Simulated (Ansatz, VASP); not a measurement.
## One calculation of MgCd2SO2, two programs

```
CELL_PARAMETERS angstrom
4.21836 0.00000 0.00000
0.00000 4.21836 0.00000
0.00000 0.00000 5.55422
ATOMIC_POSITIONS crystal
Mg 0.00000 0.00000 0.50000
Cd 0.50000 0.50000 0.74235
Cd 0.50000 0.50000 0.25765
S 0.00000 0.00000 0.00000
O 0.50000 0.00000 0.00000
O 0.00000 0.50000 0.00000
```

Change from the starting cell: species swapped into the PrSi2Mo2C type (P4/mmm, No. 123).

Alike in both runs: functional PBE; k mesh 10 × 10 × 8; occupations gaussian, width 0.1 eV; no spin polarisation.

Ansatz relaxed the structure, and its values are those at the end. VASP's run is a single point on that final structure, the one shown.

|  | VASP | Ansatz |
| --- | --- | --- |
| version | VASP 6.6.1 | Ansatz 0.2.0 |
| potentials or method | VASP PAW PBE potentials, release 64 (Mg, Cd, S, O), cutoff 520 eV | scalar-relativistic, plane waves, PAW |
| valence electrons in the cell | 44 | 68 |

|  | VASP | Ansatz | Ansatz less VASP |
| --- | --- | --- | --- |
| gap on the k mesh at the Fermi level (eV) | none | none | - |
| pressure (GPa) | 0.2 | 0.0 | -0.20 |
| rms of the force components (eV/Å) | 0.011 | 0.000 | -0.0108 |

A gap of «none» marks a metal or a gap that the smearing closes. With one functional, cell and mesh, what is left measures potentials, basis and numerics. VASP's potentials hold 44 valence electrons a cell and Ansatz's 68, so a difference there can come from the potentials and not from the codes.
